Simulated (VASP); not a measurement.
# InAs (F-43m) in VASP: further runs

Aim: see how the results for InAs move with the level of theory and the settings. Levels: PBEsol, PBE, PBE-based screened hybrid. Tasks: single point.

Everything below comes from runs of VASP 6.6.1. Logs are shortened: lines on timing, memory, paths and dates and some standing lists are left out, and cuts for length are marked.

## (1) The cell of the first run

It takes space group F-43m (No. 216, cubic). Conventional cell: a = 5.954 Å, b = 5.954 Å, c = 5.954 Å, α = 90.00°, β = 90.00°, γ = 90.00°. Within 3.4 Å of In (site symmetry -43m) lie 4 As at 2.58 Å. As (site symmetry -43m) has 4 In at 2.58 Å within 3.4 Å.

## (2) Single point, PBEsol (volume scaled by 0.96)

INCAR reads:

```
SYSTEM = InAs
ALGO = Normal
EDIFF = 1E-6
ENCUT = 520
GGA = PS
ISIF = 2
ISMEAR = -1
LASPH = .TRUE.
LCHARG = .FALSE.
LREAL = .FALSE.
LWAVE = .FALSE.
NBANDS = 16
NELM = 100
PREC = Accurate
SIGMA = 0.05
```

KPOINTS reads:

```
k-points
0
G
  8 8 8
  0 0 0
```

POSCAR reads:

```
InAs
1.0
    0.0000000000      2.9772112161      2.9772112161
    2.9772112161      0.0000000000      2.9772112161
    2.9772112161      2.9772112161      0.0000000000
In As
1 1
Direct
    0.0000000000      0.0000000000      0.0000000000
    0.7500000000      0.7500000000      0.7500000000
```

Potentials or basis: VASP PAW PBE potentials, release 64 (In_d, As).

The run is started by

```sh
> cat potpaw_PBE.64/In_d/POTCAR potpaw_PBE.64/As/POTCAR > POTCAR
> mpirun -np 1 vasp_std > vasp.out
```

OUTCAR:

```text
SYSTEM = InAs
   EDIFF = 1E-6
   ENCUT = 520
   GGA = PS
   ISIF = 2
   ISMEAR = -1
   LASPH = .TRUE.
   LREAL = .FALSE.
   NELM = 100
   PREC = Accurate

 ion  position               nearest neighbor table
   1  0.000  0.000  0.000-   2 2.58   2 2.58   2 2.58   2 2.58
   2  0.750  0.750  0.750-   1 2.58   1 2.58   1 2.58   1 2.58

  LATTYP: Found a face centered cubic cell.
 ALAT       =     5.9544224322

  Lattice vectors:

 A1 = (   0.0000000000,   2.9772112161,   2.9772112161)
 A2 = (   2.9772112161,   0.0000000000,   2.9772112161)
 A3 = (   2.9772112161,   2.9772112161,   0.0000000000)

Analysis of symmetry for initial positions (statically):
=====================================================================
 Subroutine PRICEL returns:
 Original cell was already a primitive cell.

 Routine SETGRP: Setting up the symmetry group for a
 face centered cubic supercell.

 Subroutine GETGRP returns: Found 24 space group operations
 (whereof 24 operations were pure point group operations)
 out of a pool of 48 trial point group operations.

The static configuration has the point symmetry T_d .

Analysis of symmetry for dynamics (positions and initial velocities):
=====================================================================
 Subroutine PRICEL returns:
 Original cell was already a primitive cell.

 Routine SETGRP: Setting up the symmetry group for a
 face centered cubic supercell.

 Subroutine GETGRP returns: Found 24 space group operations
 (whereof 24 operations were pure point group operations)
 out of a pool of 48 trial point group operations.

The dynamic configuration has the point symmetry T_d .

 Subroutine INISYM returns: Found 24 space group operations
 (whereof 24 operations are pure point group operations),
 and found     1 'primitive' translations

----------------------------------------------------------------------------------------

                                     Primitive cell

  volume of cell :      52.7787

  direct lattice vectors                    reciprocal lattice vectors
     0.000000000  2.977211216  2.977211216    -0.167942401  0.167942401  0.167942401
     2.977211216  0.000000000  2.977211216     0.167942401 -0.167942401  0.167942401
     2.977211216  2.977211216  0.000000000     0.167942401  0.167942401 -0.167942401

  length of vectors
     4.210412480  4.210412480  4.210412480     0.290884771  0.290884771  0.290884771

  position of ions in fractional coordinates (direct lattice)
     0.000000000  0.000000000  0.000000000
     0.750000000  0.750000000  0.750000000

  ion indices of the primitive-cell ions
   primitive index   ion index
                 1           1
                 2           2

----------------------------------------------------------------------------------------

 KPOINTS: k-points

Automatic generation of k-mesh.
 Grid dimensions read from file:
 generate k-points for:    8    8    8

 Generating k-lattice:

  Cartesian coordinates                     Fractional coordinates (reciprocal lattice)
    -0.020992800  0.020992800  0.020992800     0.125000000  0.000000000  0.000000000
     0.020992800 -0.020992800  0.020992800     0.000000000  0.125000000  0.000000000
     0.020992800  0.020992800 -0.020992800     0.000000000  0.000000000  0.125000000

  Length of vectors
     0.036360596  0.036360596  0.036360596

  Shift w.r.t. Gamma in fractional coordinates (k-lattice)
     0.000000000  0.000000000  0.000000000

 Subroutine IBZKPT returns following result:
 ===========================================

 Found     29 irreducible k-points:

 Following reciprocal coordinates:
            Coordinates               Weight
  0.000000  0.000000  0.000000      1.000000
  0.125000  0.000000  0.000000      8.000000
  0.250000  0.000000  0.000000      8.000000
  0.375000  0.000000  0.000000      8.000000
  0.500000  0.000000  0.000000      4.000000
  0.125000  0.125000  0.000000      6.000000
[... 16 lines left out ...]
  0.500000  0.250000  0.125000     48.000000
 -0.375000  0.250000  0.125000     24.000000
 [... further k-points ...]
   k-points           NKPTS =     29   k-points in BZ     NKDIM =     29   number of bands    NBANDS=     16
   number of dos      NEDOS =    301   number of ions     NIONS =      2
   total plane-waves  NPLWV =  32768
   dimension x,y,z NGX =    32 NGY =   32 NGZ =   32
   dimension x,y,z NGXF=    64 NGYF=   64 NGZF=   64
   ions per type =               1   1
   NGX,Y,Z   is equivalent  to a cutoff of  12.64, 12.64, 12.64 a.u.
   NGXF,Y,Z  is equivalent  to a cutoff of  25.27, 25.27, 25.27 a.u.
 SYSTEM =  InAs
   PREC   = accura    normal or accurate (medium, high low for compatibility)
   ISTART =      0    job   : 0-new  1-cont  2-samecut
   ICHARG =      2    charge: 1-file 2-atom 10-const
   ISPIN  =      1    spin polarized calculation?
   LNONCOLLINEAR =      F non collinear calculations
   LSORBIT =      F    spin-orbit coupling
   LASPH  =      T    aspherical Exc in radial PAW
   ENCUT  =  520.0 eV  38.22 Ry    6.18 a.u.   7.83  7.83  7.83*2*pi/ulx,y,z
   NELM   =    100;   NELMIN=  2; NELMDL= -5     # of ELM steps
   EDIFF  = 0.1E-05   stopping-criterion for ELM
   LREAL  =      F    real-space projection
   EDIFFG = 0.1E-04   stopping-criterion for IOM
   NSW    =      0    number of steps for IOM
   IBRION =     -1    ionic relax: 0-MD 1-quasi-New 2-CG
   NFREE  =      0    steps in history (QN), initial steepest desc. (CG)
   ISIF   =      2    stress and relaxation
   ISYM   =      2    0-nonsym 1-usesym 2-fastsym
   POTIM  = 0.5000    time-step for ionic-motion
   TEBEG  =    0.0;   TEEND  =   0.0 temperature during run
   PSTRESS=    0.0 pullay stress
   NELECT =      18.0000    total number of electrons
   NUPDOWN=      -1.0000    fix difference up-down
   EMIN   =  10.00;   EMAX   =-10.00  energy-range for DOS
   EFERMI =   0.00;   METHOD = LEGACY
   ISMEAR =    -1;   SIGMA  =   0.05  broadening in eV -4-tet -1-fermi 0-gaus
   EFERMI_NEDOS =   21; number of points for ismear=-14 and -15
   IALGO  =     38    algorithm
   IMIX   =      4    mixing-type and parameters
     AMIX     =   0.40;   BMIX     =  1.00
     AMIX_MAG =   1.60;   BMIX_MAG =  1.00
  volume/ion in A,a.u.               =      26.39       178.08
[... 30 lines left out ...]
 Fermi energy:         4.9088279489

 k-point     1 :       0.0000    0.0000    0.0000
  band No.  band energies     occupation
      1      -9.5842      2.00000
      2      -9.5842      2.00000
      3      -9.5842      2.00000
      4      -9.4355      2.00000
      5      -9.4355      2.00000
      6      -7.3469      2.00000
[... 8 lines left out ...]
     15      14.6434      0.00000
     16      14.6434      0.00000

 k-point     2 :       0.1250    0.0000    0.0000
  band No.  band energies     occupation
      1      -9.6103      2.00000
      2      -9.5772      2.00000
      3      -9.5772      2.00000
      4      -9.4357      2.00000
      5      -9.4357      2.00000
      6      -7.1691      2.00000
[... 8 lines left out ...]
     15      13.6664      0.00000
     16      13.6664      0.00000

 k-point     3 :       0.2500    0.0000    0.0000
  band No.  band energies     occupation
      1      -9.6674      2.00000
      2      -9.5622      2.00000
      3      -9.5622      2.00000
      4      -9.4342      2.00000
      5      -9.4342      2.00000
      6      -6.6822      2.00000
[... 8 lines left out ...]
     15      13.4209      0.00000
     16      13.4209      0.00000

 k-point     4 :       0.3750    0.0000    0.0000
  band No.  band energies     occupation
      1      -9.7185      2.00000
      2      -9.5505      2.00000
      3      -9.5505      2.00000
      4      -9.4292      2.00000
      5      -9.4292      2.00000
      6      -6.0522      2.00000
[... 8 lines left out ...]
     15      14.4252      0.00000
     16      14.4252      0.00000

 k-point     5 :       0.5000    0.0000    0.0000
  band No.  band energies     occupation
      1      -9.7383      2.00000
      2      -9.5467      2.00000
      3      -9.5467      2.00000
      4      -9.4259      2.00000
      5      -9.4259      2.00000
      6      -5.7081      2.00000
[... 8 lines left out ...]
     15      15.7247      0.00000
     16      15.7247      0.00000

 k-point     6 :       0.1250    0.1250    0.0000
  band No.  band energies     occupation
      1      -9.6255      2.00000
      2      -9.5705      2.00000
      3      -9.5705      2.00000
      4      -9.4412      2.00000
      5      -9.4316      2.00000
      6      -7.1108      2.00000
[... 8 lines left out ...]
     15      13.6389      0.00000
     16      14.8104      0.00000

 k-point     7 :       0.2500    0.1250    0.0000
  band No.  band energies     occupation
      1      -9.6711      2.00000
      2      -9.5577      2.00000
      3      -9.5546      2.00000
      4      -9.4455      2.00000
      5      -9.4278      2.00000
      6      -6.7274      2.00000
[... 8 lines left out ...]
     15      14.4747      0.00000
     16      14.4873      0.00000

 k-point     8 :       0.3750    0.1250    0.0000
  band No.  band energies     occupation
      1      -9.7177      2.00000
      2      -9.5475      2.00000
      3      -9.5415      2.00000
      4      -9.4432      2.00000
      5      -9.4241      2.00000
      6      -6.1323      2.00000
[... 8 lines left out ...]
     15      14.3442      0.00000
     16      15.1234      0.00000

 k-point     9 :       0.5000    0.1250    0.0000
  band No.  band energies     occupation
      1      -9.7432      2.00000
      2      -9.5428      2.00000
      3      -9.5370      2.00000
      4      -9.4350      2.00000
      5      -9.4245      2.00000
      6      -5.6436      2.00000
[... 8 lines left out ...]
     15      15.1773      0.00000
     16      15.7897      0.00000
[... 172 lines left out ...]
 k-point    19 :       0.5000    0.3750    0.0000
  band No.  band energies     occupation
      1      -9.7916      2.00000
      2      -9.5006      2.00000
      3      -9.4939      2.00000
      4      -9.4741      2.00000
      5      -9.4126      2.00000
      6      -5.2293      2.00000
[... 8 lines left out ...]
     15      16.3437      0.00000
     16      17.0369      0.00000

 k-point    20 :      -0.3750    0.3750    0.0000
  band No.  band energies     occupation
      1      -9.7809      2.00000
      2      -9.5151      2.00000
      3      -9.5002      2.00000
      4      -9.4610      2.00000
      5      -9.4209      2.00000
      6      -5.1232      2.00000
[... 8 lines left out ...]
     15      14.9066      0.00000
     16      17.8860      0.00000

 k-point    21 :       0.5000    0.5000    0.0000
  band No.  band energies     occupation
      1      -9.8046      2.00000
      2      -9.4865      2.00000
      3      -9.4865      2.00000
      4      -9.4840      2.00000
      5      -9.4084      2.00000
      6      -5.1105      2.00000
[... 8 lines left out ...]
     15      16.4335      0.00000
     16      17.2138      0.00000

 k-point    22 :       0.3750    0.2500    0.1250
  band No.  band energies     occupation
      1      -9.7119      2.00000
      2      -9.5439      2.00000
      3      -9.5383      2.00000
      4      -9.4504      2.00000
      5      -9.4242      2.00000
      6      -6.2850      2.00000
[... 8 lines left out ...]
     15      15.0886      0.00000
     16      15.7714      0.00000

 k-point    23 :       0.5000    0.2500    0.1250
  band No.  band energies     occupation
      1      -9.7441      2.00000
      2      -9.5375      2.00000
      3      -9.5251      2.00000
      4      -9.4474      2.00000
      5      -9.4244      2.00000
      6      -5.7174      2.00000
[... 8 lines left out ...]
     15      15.2740      0.00000
     16      16.0411      0.00000

 k-point    24 :      -0.3750    0.2500    0.1250
  band No.  band energies     occupation
      1      -9.7561      2.00000
      2      -9.5364      2.00000
      3      -9.5203      2.00000
      4      -9.4423      2.00000
      5      -9.4269      2.00000
      6      -5.4143      2.00000
[... 8 lines left out ...]
     15      15.2785      0.00000
     16      16.1086      0.00000

 [... further k-points ...]
[... 5 lines left out ...]
  --------------------------------------------------------------------------------------
  -------------------------------------------------------------------------------------
  Total        1.4604817      1.4604817      1.4604817      0.0000000      0.0000000      0.0000000
  in kB       44.3351075     44.3351075     44.3351075      0.0000000      0.0000000      0.0000000
  external PRESSURE =      44.3351075 kB  Pullay stress =       0.0000000 kB

 VOLUME and BASIS-vectors are now :
 -----------------------------------------------------------------------------
  energy-cutoff  :      520.00
  volume of cell :       52.78
      direct lattice vectors                 reciprocal lattice vectors
     0.000000000  2.977211216  2.977211216    -0.167942401  0.167942401  0.167942401
     2.977211216  0.000000000  2.977211216     0.167942401 -0.167942401  0.167942401
     2.977211216  2.977211216  0.000000000     0.167942401  0.167942401 -0.167942401

 POSITION                                       TOTAL-FORCE (eV/Angst)
 -----------------------------------------------------------------------------------
      0.00000      0.00000      0.00000        -0.000000     -0.000000      0.000000
      4.46582      4.46582      4.46582         0.000000      0.000000     -0.000000
 -----------------------------------------------------------------------------------
    total drift:                                0.000000      0.000000      0.000000

  FREE ENERGIE OF THE ION-ELECTRON SYSTEM (eV)
  ---------------------------------------------------
  free  energy   TOTEN  =        -8.4381197864 eV

  energy  without entropy=       -8.4375818123  energy(sigma->0) =       -8.43785080
```

Wall time 22 s (1 thread of Intel Xeon 8259CL, shared host); peak memory 0.18 GiB.

What came out:

```yaml
Free_energy: -8.4381 eV
Pressure: 4.4 GPa
Band_gap_on_the_k_mesh: zero (filled and empty bands touch)
```

Levels at points of the mesh, in eV from the Fermi level:
| k point | band 7 | band 8 | band 9 | band 10 | band 11 | band 12 |
| --- | --- | --- | --- | --- | --- | --- |
| (0.00, 0.00, 0.00) | -0.10 | -0.05 | -0.05 | -0.05 | 3.82 | 3.82 |
| (0.50, 0.00, 0.00) | -6.12 | -1.12 | -1.12 | 0.92 | 4.59 | 4.59 |
| (0.50, 0.50, 0.00) | -6.14 | -2.56 | -2.56 | 1.30 | 1.92 | 9.33 |

Caveat: the cell differs from its parent crystal (volume scaled by 0.96); the PAW data sets were made with another functional, which shifts forces and pressure a little; spin-orbit coupling is left out, which moves the levels of the heavy elements.

## (3) Single point, PBE

This run uses another cell than the first one, of 27.49 Å³/atom, 1.042 times its volume.

INCAR reads:

```
PREC     = Accurate       # precision mode
ENCUT    = 500            # plane-wave cutoff, eV
EDIFF    = 1E-6           # SCF threshold, eV
ISMEAR   = -1             # smearing method
SIGMA    = 0.06           # smearing width, eV
LREAL    = F              # projectors in reciprocal space
LASPH    = T              # aspherical terms in the spheres
NELM     = 120            # most SCF steps
ALGO     = Normal         # electronic algorithm
ISIF     = 2              # what is computed and relaxed
LWAVE    = F              # write WAVECAR
LCHARG   = T              # write CHGCAR
GGA      = PE             # functional
LELF     = T              # ELF
LVHAR    = T            
NBANDS   = 16             # bands
GGA_COMPAT= F
```

KPOINTS reads:

```
regular mesh
0
Gamma
  5 5 5
```

POSCAR reads:

```
InAs
1.0
    0.0000000000      3.0180000000      3.0180000000
    3.0180000000      0.0000000000      3.0180000000
    3.0180000000      3.0180000000      0.0000000000
In As
1 1
Direct
    0.0000000000      0.0000000000      0.0000000000
    0.7500000000      0.7500000000      0.7500000000
```

Potentials or basis: VASP PAW PBE potentials, release 64 (In_d, As).

The run is started by

```sh
> cat potpaw_PBE.64/In_d/POTCAR potpaw_PBE.64/As/POTCAR > POTCAR
> mpirun -np 1 vasp_std > vasp.out
```

Wall time 23 s (1 thread of AMD EPYC 7R13, shared host); peak memory 0.14 GiB.

The run converged. Its results:

| Quantity | Value |
| --- | --- |
| Free energy | -7.6177 eV |
| Pressure | 4.5 GPa |
| Band gap on the k mesh | zero (filled and empty bands touch) |

Levels at points of the mesh, in eV from the Fermi level:
```tsv
k point	band 7	band 8	band 9	band 10	band 11	band 12
(0.00, 0.00, 0.00)	-0.22	-0.04	-0.04	-0.04	3.85	3.85
```

Caveat: the k points lie up to 0.36 Å⁻¹ apart; spin-orbit coupling is left out, which moves the levels of the heavy elements.

## (4) Single point, PBE-based screened hybrid

This run uses another cell than the first one, of 27.49 Å³/atom, 1.042 times its volume.

POSCAR is that of step 3.

INCAR.step1 reads:

```
ALGO = Normal
EDIFF = 1E-5
ENCUT = 520
GGA = PE
ISIF = 2
ISMEAR = -1
LASPH = T
LCHARG = F
LREAL = F
LWAVE = T
NBANDS = 16
NELM = 80
PREC = Accurate
SIGMA = 0.05
```

INCAR.step2 reads:

```
AEXX = 0.3
ALGO = Normal
EDIFF = 1E-6
ENCUT = 520
GGA = PE
HFSCREEN = 0.2
ISIF = 2
ISMEAR = -1
ISTART = 1
LASPH = T
LCHARG = F
LHFCALC = T
LREAL = F
LWAVE = F
NBANDS = 16
NELM = 80
PREC = Accurate
PRECFOCK = Normal
SIGMA = 0.05
```

KPOINTS reads:

```
k-points
0
Gamma
  4 4 4
```

The run is started by

```sh
> cat potpaw_PBE.64/In_d/POTCAR potpaw_PBE.64/As/POTCAR > POTCAR
> cp INCAR.step1 INCAR
> mpirun -np 1 vasp_std > vasp.out
> cp INCAR.step2 INCAR
> mpirun -np 1 vasp_std > vasp.out
```

It took 6.7 min on 1 thread of Intel Xeon Platinum 8375C at 2.90GHz (Ice Lake), shared host; peak memory 0.28 GiB.

It converged, with:

```
Free energy            : -9.4655 eV
Pressure               : 1.8 GPa
Band gap on the k mesh : 0.81 eV, direct
```

Levels at points of the mesh, in eV from the valence-band top:
| k point | band 6 | band 7 | band 8 | band 9 | band 10 | band 11 | band 12 | band 13 |
| --- | --- | --- | --- | --- | --- | --- | --- | --- |
| (0.00, 0.00, 0.00) | -13.28 | 0.00 | 0.00 | 0.00 | 0.81 | 4.87 | 4.87 | 4.87 |
| (0.50, 0.00, 0.00) | -11.62 | -6.37 | -1.09 | -1.09 | 1.88 | 5.65 | 5.65 | 7.93 |
| (0.50, 0.50, 0.00) | -11.00 | -6.43 | -2.58 | -2.58 | 2.27 | 2.91 | 10.63 | 10.82 |

Caveat: the k points lie up to 0.45 Å⁻¹ apart; the PAW data sets were made with another functional, which shifts forces and pressure a little; spin-orbit coupling is left out, which moves the levels of the heavy elements.

## (5) Overview

| level | cell | k mesh | cutoff (eV) | smearing | grid for exact exchange (PRECFOCK) | share of exact exchange | screening parameter | gap on the mesh (eV) | pressure (GPa) |
| --- | --- | --- | --- | --- | --- | --- | --- | --- | --- |
| PBEsol | a = 4.210 Å, angles 60.0°, 2 atoms | 8 × 8 × 8 | 520 | fermi-dirac 0.05 eV | - | - | - | none | 4.4 |
| PBE | a = 4.268 Å, angles 60.0°, 2 atoms | 5 × 5 × 5 | 500 | fermi-dirac 0.06 eV | - | - | - | none | 4.5 |
| PBE-based screened hybrid | a = 4.268 Å, angles 60.0°, 2 atoms | 4 × 4 × 4 | 520 | fermi-dirac 0.05 eV | Normal | 0.3 | 0.2 1/Å | 0.81 | 1.8 |

Alike in all rows: task single point; potentials or basis VASP PAW PBE potentials, release 64 (In_d, As); no spin polarisation.

Caveats: some runs use coarse meshes; spin-orbit coupling is left out, which moves the levels of the heavy elements; the PAW data sets were made with another functional, which shifts forces and pressure a little (some runs).

Total energies depend on the potentials used, so only differences within one code and one set of settings carry meaning.
